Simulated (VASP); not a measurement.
# Li6GeBr2 (P4/mmm) in VASP: further runs

Li6GeBr2 is run at these levels: PBE; tasks: single point.

Program: VASP 6.6.1. These are calculated values, not measurements. Logs are shortened: lines on timing, memory, paths and dates and some standing lists are left out, and cuts for length are marked.

### Step 1. The cell of the first run

The structure is tetragonal, space group P4/mmm (No. 123). Conventional cell: a = 4.619 Å, b = 4.619 Å, c = 7.958 Å, α = 90.00°, β = 90.00°, γ = 90.00°. Within 4.3 Å of Li (site symmetry 4/mmm) lie 12 Li at 3.27 to 3.30 Å and 2 Ge at 3.98 Å and 8 Br at 4.11 Å. Li (site symmetry 2mm) has 2 Br at 2.31 Å and 2 Ge at 2.82 Å within 3.1 Å. Li (site symmetry 4/mmm) has 2 Br at 2.50 Å and 12 Li at 3.27 to 3.30 Å within 3.3 Å. Ge (site symmetry 4/mmm) has 8 Li at 2.82 Å and 8 Br at 3.58 Å within 3.7 Å. Br (site symmetry 4mm) has 5 Li at 2.31 to 2.50 Å and 1 Br at 2.95 Å within 3.1 Å.

The cell was built from a structure type or drawn by symmetry, and may not be a known phase.

### Step 2. Single point, PBE

INCAR

```
SYSTEM = Li6GeBr2
  PREC = Accurate
  ENCUT = 520
  EDIFF = 1E-7
  ISMEAR = 0
  SIGMA = 0.1
  LREAL = .FALSE.
  LASPH = .TRUE.
  NELM = 80
  ALGO = Normal
  ISIF = 2
  LWAVE = .FALSE.
  LCHARG = .FALSE.
  GGA = PE
  NBANDS = 33
```

KPOINTS

```
regular mesh
0
G
  4 4 2
  0 0 0
```

POSCAR

```
Li6GeBr2
1.0
    4.6194105900      0.0000000000      0.0000000000
    0.0000000000      4.6194105900      0.0000000000
    0.0000000000      0.0000000000      7.9576536800
Li Ge Br
6 1 2
Direct
    0.5000000000      0.5000000000      0.5000000000
    0.0000000000      0.5000000000      0.2042398600
    0.5000000000      0.0000000000      0.2042398600
    0.0000000000      0.5000000000      0.7957601400
    0.5000000000      0.0000000000      0.7957601400
    0.0000000000      0.0000000000      0.5000000000
    0.5000000000      0.5000000000      0.0000000000
    0.0000000000      0.0000000000      0.1855689800
    0.0000000000      0.0000000000      0.8144310200
```

Potentials or basis: VASP PAW PBE potentials, release 64 (Li_sv, Ge_d, Br).

Launch:

```console
cat potpaw_PBE.64/Li_sv/POTCAR potpaw_PBE.64/Ge_d/POTCAR potpaw_PBE.64/Br/POTCAR > POTCAR
mpirun -np 1 vasp_std > vasp.out
```

OUTCAR:

```text
SYSTEM = Li6GeBr2
   PREC = Accurate
   ENCUT = 520
   EDIFF = 1E-7
   ISMEAR = 0
   LREAL = .FALSE.
   LASPH = .TRUE.
   NELM = 80
   ISIF = 2
   GGA = PE

 ion  position               nearest neighbor table
   1  0.500  0.500  0.500-
   2  0.000  0.500  0.204-   8 2.31   8 2.31
   3  0.500  0.000  0.204-   8 2.31   8 2.31
   4  0.000  0.500  0.796-   9 2.31   9 2.31
   5  0.500  0.000  0.796-   9 2.31   9 2.31
   6  0.000  0.000  0.500-   8 2.50   9 2.50
   7  0.500  0.500  0.000-
   8  0.000  0.000  0.186-   2 2.31   3 2.31   2 2.31   3 2.31   6 2.50
   9  0.000  0.000  0.814-   4 2.31   5 2.31   4 2.31   5 2.31   6 2.50

  LATTYP: Found a simple tetragonal cell.
 ALAT       =     4.6194105900
 C/A-ratio  =     1.7226556343

  Lattice vectors:

 A1 = (   4.6194105900,   0.0000000000,   0.0000000000)
 A2 = (   0.0000000000,   4.6194105900,   0.0000000000)
 A3 = (   0.0000000000,   0.0000000000,   7.9576536800)

Analysis of symmetry for initial positions (statically):
=====================================================================
 Subroutine PRICEL returns:
 Original cell was already a primitive cell.

 Routine SETGRP: Setting up the symmetry group for a
 simple tetragonal supercell.

 Subroutine GETGRP returns: Found 16 space group operations
 (whereof 16 operations were pure point group operations)
 out of a pool of 16 trial point group operations.

The static configuration has the point symmetry D_4h.

Analysis of symmetry for dynamics (positions and initial velocities):
=====================================================================
 Subroutine PRICEL returns:
 Original cell was already a primitive cell.

 Routine SETGRP: Setting up the symmetry group for a
 simple tetragonal supercell.

 Subroutine GETGRP returns: Found 16 space group operations
 (whereof 16 operations were pure point group operations)
 out of a pool of 16 trial point group operations.

The dynamic configuration has the point symmetry D_4h.

 Subroutine INISYM returns: Found 16 space group operations
 (whereof 16 operations are pure point group operations),
 and found     1 'primitive' translations

----------------------------------------------------------------------------------------

                                     Primitive cell

  volume of cell :     169.8080

  direct lattice vectors                    reciprocal lattice vectors
     4.619410590  0.000000000  0.000000000     0.216477834  0.000000000  0.000000000
     0.000000000  4.619410590  0.000000000     0.000000000  0.216477834  0.000000000
     0.000000000  0.000000000  7.957653680     0.000000000  0.000000000  0.125665182

  length of vectors
     4.619410590  4.619410590  7.957653680     0.216477834  0.216477834  0.125665182

  position of ions in fractional coordinates (direct lattice)
     0.500000000  0.500000000  0.500000000
     0.000000000  0.500000000  0.204239860
     0.500000000  0.000000000  0.204239860
     0.000000000  0.500000000  0.795760140
     0.500000000  0.000000000  0.795760140
     0.000000000  0.000000000  0.500000000
     0.500000000  0.500000000  0.000000000
     0.000000000  0.000000000  0.185568980
     0.000000000  0.000000000  0.814431020

  ion indices of the primitive-cell ions
   primitive index   ion index
                 1           1
                 2           2
                 3           3
                 4           4
                 5           5
                 6           6
                 7           7
                 8           8
                 9           9

----------------------------------------------------------------------------------------

 KPOINTS: regular mesh

Automatic generation of k-mesh.
 Grid dimensions read from file:
 generate k-points for:    4    4    2

 Generating k-lattice:

  Cartesian coordinates                     Fractional coordinates (reciprocal lattice)
     0.054119459  0.000000000  0.000000000     0.250000000  0.000000000  0.000000000
     0.000000000  0.054119459  0.000000000     0.000000000  0.250000000  0.000000000
     0.000000000  0.000000000  0.062832591     0.000000000  0.000000000  0.500000000

  Length of vectors
     0.054119459  0.054119459  0.062832591

  Shift w.r.t. Gamma in fractional coordinates (k-lattice)
     0.000000000  0.000000000  0.000000000

 Subroutine IBZKPT returns following result:
 ===========================================

 Found     12 irreducible k-points:

 Following reciprocal coordinates:
            Coordinates               Weight
  0.000000  0.000000  0.000000      1.000000
  0.250000  0.000000  0.000000      4.000000
  0.500000  0.000000  0.000000      2.000000
  0.250000  0.250000  0.000000      4.000000
  0.500000  0.250000  0.000000      4.000000
  0.500000  0.500000  0.000000      1.000000
  0.000000  0.000000  0.500000      1.000000
  0.250000  0.000000  0.500000      4.000000
  0.500000  0.000000  0.500000      2.000000
  0.250000  0.250000  0.500000      4.000000
  0.500000  0.250000  0.500000      4.000000
  0.500000  0.500000  0.500000      1.000000
   k-points           NKPTS =     12   k-points in BZ     NKDIM =     12   number of bands    NBANDS=     33
   number of dos      NEDOS =    301   number of ions     NIONS =      9
   total plane-waves  NPLWV =  77760
   dimension x,y,z NGX =    36 NGY =   36 NGZ =   60
   dimension x,y,z NGXF=    72 NGYF=   72 NGZF=  120
   ions per type =               6   1   2
   NGX,Y,Z   is equivalent  to a cutoff of  12.96, 12.96, 12.53 a.u.
   NGXF,Y,Z  is equivalent  to a cutoff of  25.91, 25.91, 25.07 a.u.
 SYSTEM =  Li6GeBr2
   PREC   = accura    normal or accurate (medium, high low for compatibility)
   ISTART =      0    job   : 0-new  1-cont  2-samecut
   ICHARG =      2    charge: 1-file 2-atom 10-const
   ISPIN  =      1    spin polarized calculation?
   LNONCOLLINEAR =      F non collinear calculations
   LSORBIT =      F    spin-orbit coupling
   LASPH  =      T    aspherical Exc in radial PAW
   ENCUT  =  520.0 eV  38.22 Ry    6.18 a.u.   8.59  8.59 14.80*2*pi/ulx,y,z
   NELM   =     80;   NELMIN=  2; NELMDL= -5     # of ELM steps
   EDIFF  = 0.1E-06   stopping-criterion for ELM
   LREAL  =      F    real-space projection
   EDIFFG = 0.1E-05   stopping-criterion for IOM
   NSW    =      0    number of steps for IOM
   IBRION =     -1    ionic relax: 0-MD 1-quasi-New 2-CG
   NFREE  =      0    steps in history (QN), initial steepest desc. (CG)
   ISIF   =      2    stress and relaxation
   ISYM   =      2    0-nonsym 1-usesym 2-fastsym
   POTIM  = 0.5000    time-step for ionic-motion
   TEBEG  =    0.0;   TEEND  =   0.0 temperature during run
   PSTRESS=    0.0 pullay stress
   NELECT =      46.0000    total number of electrons
   NUPDOWN=      -1.0000    fix difference up-down
   EMIN   =  10.00;   EMAX   =-10.00  energy-range for DOS
   EFERMI =   0.00;   METHOD = LEGACY
   ISMEAR =     0;   SIGMA  =   0.10  broadening in eV -4-tet -1-fermi 0-gaus
   EFERMI_NEDOS =   21; number of points for ismear=-14 and -15
   IALGO  =     38    algorithm
   IMIX   =      4    mixing-type and parameters
     AMIX     =   0.40;   BMIX     =  1.00
     AMIX_MAG =   1.60;   BMIX_MAG =  1.00
  volume/ion in A,a.u.               =      18.87       127.32
  Fermi-wavevector in a.u.,A,eV,Ry     =   1.059273  2.001736 15.266554  1.122060
  Thomas-Fermi vector in A             =   2.194613
   LORBIT       =      0    0 simple, 1 ext, 2 COOP (PROOUT), +10 PAW based schemes
   GGA     = PE    functional components
   LHFCALC =     F    Hartree Fock is set to
   AEXX    =    0.0000 exact exchange contribution
   IVDW    =     0    specifies the selected vdW correction
   LEPSILON=     F    determine dielectric tensor
   LRPA    =     F    only Hartree local field effects (RPA)
 non-spin polarized calculation
 Gauss-broadening in eV      SIGMA  =   0.10
  energy-cutoff  :      520.00
  volume of cell :      169.81
 maximum number of plane-waves:      4626
 NGX is ok and might be reduce to    36
   NGX = 17   NGY = 17   NGZ = 29

 number of electron      46.0000015 magnetization

 Free energy of the ion-electron system (eV)
  ---------------------------------------------------
  ext. energy  EPLUGINS =         0.00000000
  ---------------------------------------------------
  free energy    TOTEN  =       -22.17129553 eV

  energy without entropy =      -22.15352988  energy(sigma->0) =      -22.16241270

 E-fermi :   2.9334     XC(G=0):  -8.3521

 val. band max:        2.8461681209   @ k =   0.5000   0.2500   0.0000
 cond. band min:       2.9820768522   @ k =   0.2500   0.0000   0.0000
 fundamental gap:      0.1359087314
 Fermi energy:         2.9334167444

 k-point     1 :       0.0000    0.0000    0.0000
  band No.  band energies     occupation
      1     -44.3695      2.00000
      2     -44.2723      2.00000
      3     -43.6297      2.00000
      4     -43.6281      2.00000
      5     -43.6218      2.00000
      6     -43.6203      2.00000
[... 25 lines left out ...]
     32       8.5100      0.00000
     33       8.6492      0.00000

 k-point     2 :       0.2500    0.0000    0.0000
  band No.  band energies     occupation
      1     -44.3695      2.00000
      2     -44.2723      2.00000
      3     -43.6285      2.00000
      4     -43.6269      2.00000
      5     -43.6229      2.00000
      6     -43.6214      2.00000
[... 25 lines left out ...]
     32       8.7445      0.00000
     33       8.7608      0.00000
[... 322 lines left out ...]
     32       8.7737      0.00000
     33       9.1373      0.00000

 k-point    12 :       0.5000    0.5000    0.5000
  band No.  band energies     occupation
      1     -44.3694      2.00000
      2     -44.2723      2.00000
      3     -43.6256      2.00000
      4     -43.6256      2.00000
      5     -43.6241      2.00000
      6     -43.6241      2.00000
[... 25 lines left out ...]
     32       9.3595      0.00000
     33       9.3728      0.00000

------------------------ aborting loop because EDIFF is reached ----------------------------------------

  FORCE on cell =-STRESS in cart. coord.  units (eV):
  Direction    XX          YY          ZZ          XY          YZ          ZX
  --------------------------------------------------------------------------------------
  -------------------------------------------------------------------------------------
  Total        7.9503248      7.9503248      2.6807263      0.0000000      0.0000000     -0.0000000
  in kB       75.0131303     75.0131303     25.2932646      0.0000000      0.0000000     -0.0000000
  external PRESSURE =      58.4398418 kB  Pullay stress =       0.0000000 kB

 VOLUME and BASIS-vectors are now :
 -----------------------------------------------------------------------------
  energy-cutoff  :      520.00
  volume of cell :      169.81
      direct lattice vectors                 reciprocal lattice vectors
     4.619410590  0.000000000  0.000000000     0.216477834  0.000000000  0.000000000
     0.000000000  4.619410590  0.000000000     0.000000000  0.216477834  0.000000000
     0.000000000  0.000000000  7.957653680     0.000000000  0.000000000  0.125665182

 POSITION                                       TOTAL-FORCE (eV/Angst)
 -----------------------------------------------------------------------------------
      2.30971      2.30971      3.97883         0.000000     -0.000000      0.000000
      0.00000      2.30971      1.62527         0.000000     -0.000000     -0.096773
      2.30971      0.00000      1.62527         0.000000     -0.000000     -0.096773
      0.00000      2.30971      6.33238         0.000000     -0.000000      0.096773
      2.30971      0.00000      6.33238         0.000000     -0.000000      0.096773
      0.00000      0.00000      3.97883         0.000000     -0.000000      0.000000
      2.30971      2.30971      0.00000         0.000000     -0.000000      0.000000
      0.00000      0.00000      1.47669         0.000000      0.000000      1.395621
      0.00000      0.00000      6.48096         0.000000      0.000000     -1.395621
 -----------------------------------------------------------------------------------
    total drift:                                0.000000      0.000000      0.000000

  FREE ENERGIE OF THE ION-ELECTRON SYSTEM (eV)
  ---------------------------------------------------
  free  energy   TOTEN  =       -22.1712955269 eV

  energy  without entropy=      -22.1535298773  energy(sigma->0) =      -22.16241270
```

Wall time 68 s (1 thread of Intel Xeon Platinum 8259CL at 2.50GHz (Skylake/Cascade Lake), shared host); peak memory 0.29 GiB.

What came out:

```
Free energy            : -22.1713 eV
Largest force          : 1.396 eV/Å
Band gap on the k mesh : zero (bands 23 and 24 overlap by 1.01 eV)
```

Forces in eV/Å, atoms in the order of the input:
```
Li   0.000  0.000  0.000
Li   0.000  0.000 -0.097
Li   0.000  0.000 -0.097
Li   0.000  0.000  0.097
Li   0.000  0.000  0.097
Li   0.000  0.000  0.000
Ge   0.000  0.000  0.000
Br   0.000  0.000  1.396
Br   0.000  0.000 -1.396
```

Caveat: the k points lie up to 0.39 Å⁻¹ apart, too coarse for converged energies and pressures of a metal; the cutoff is under 1.25 times the usual one of these potentials, so pressure, stress and relaxed cells hold a basis-set (Pulay) error; forces of over 1 eV/Å act on the atoms, so gaps and moduli don't describe the material at rest.

### Step 3. Single point, PBE

This run uses another cell than the first one, of 23.48 Å³/atom.

INCAR

```
PREC = Accurate
ENCUT = 520
EDIFF = 1E-6
ISMEAR = 0
SIGMA = 0.1
LREAL = F
LASPH = T
NELM = 60
ALGO = Normal
ISIF = 2
LWAVE = F
LCHARG = T
GGA = PE
LELF = T
LVHAR = T
NBANDS = 33
```

KPOINTS

```
regular mesh
0
Gamma
  4 4 2
```

POSCAR

```
Li6GeBr2
1.0
    4.3128715725      0.0000000000      0.0000000000
    0.0000000000      4.3128715725      0.0000000000
    0.0000000000      0.0000000000     11.3629430495
Li Ge Br
6 1 2
Direct
    0.5000000000      0.5000000000      0.5000000000
    0.0000000000      0.5000000000      0.1387021107
    0.5000000000      0.0000000000      0.1387021107
    0.0000000000      0.5000000000      0.8612978893
    0.5000000000      0.0000000000      0.8612978893
    0.0000000000      0.0000000000      0.5000000000
    0.5000000000      0.5000000000      0.0000000000
    0.0000000000      0.0000000000      0.2803179468
    0.0000000000      0.0000000000      0.7196820532
```

Potentials or basis: VASP PAW PBE potentials, release 64 (Li_sv, Ge_d, Br).

Launch:

```console
cat potpaw_PBE.64/Li_sv/POTCAR potpaw_PBE.64/Ge_d/POTCAR potpaw_PBE.64/Br/POTCAR > POTCAR
mpirun -np 1 vasp_std > vasp.out
```

It took 86 s on 1 thread of Intel Xeon Platinum 8259CL at 2.50GHz (Skylake/Cascade Lake), shared host; peak memory 0.33 GiB.

Results (log left out):

| Property | Result |
| --- | --- |
| Free energy | -24.4553 eV |
| Largest force | 0.015 eV/Å |
| Band gap on the k mesh | zero (bands 23 and 24 overlap by 0.98 eV) |

Forces in eV/Å, atoms in the order of the input:
```
Li   0.000  0.000  0.000
Li   0.000  0.000  0.015
Li   0.000  0.000  0.015
Li   0.000  0.000 -0.015
Li   0.000  0.000 -0.015
Li   0.000  0.000  0.000
Ge   0.000  0.000  0.000
Br   0.000  0.000 -0.004
Br   0.000  0.000  0.004
```

Levels at points of the mesh, in eV from the Fermi level:
| k point | band 21 | band 22 | band 23 | band 24 | band 25 | band 26 |
| --- | --- | --- | --- | --- | --- | --- |
| (0.00, 0.00, 0.00) | -0.86 | -0.62 | 0.75 | 0.75 | 2.01 | 2.51 |
| (0.50, 0.00, 0.00) | -1.55 | -0.35 | -0.02 | 0.71 | 1.22 | 3.34 |
| (0.50, 0.50, 0.00) | -0.89 | -0.89 | -0.80 | 0.60 | 0.60 | 1.54 |
| (0.00, 0.00, 0.50) | -1.30 | 0.15 | 0.77 | 0.77 | 1.21 | 3.15 |
| (0.50, 0.00, 0.50) | -1.49 | -0.56 | 0.22 | 0.55 | 1.22 | 3.38 |
| (0.50, 0.50, 0.50) | -0.87 | -0.87 | -0.81 | 0.56 | 0.56 | 1.94 |

Caveat: the k points lie up to 0.36 Å⁻¹ apart, too coarse for converged energies and pressures of a metal; the cutoff is under 1.25 times the usual one of these potentials, so pressure, stress and relaxed cells hold a basis-set (Pulay) error.
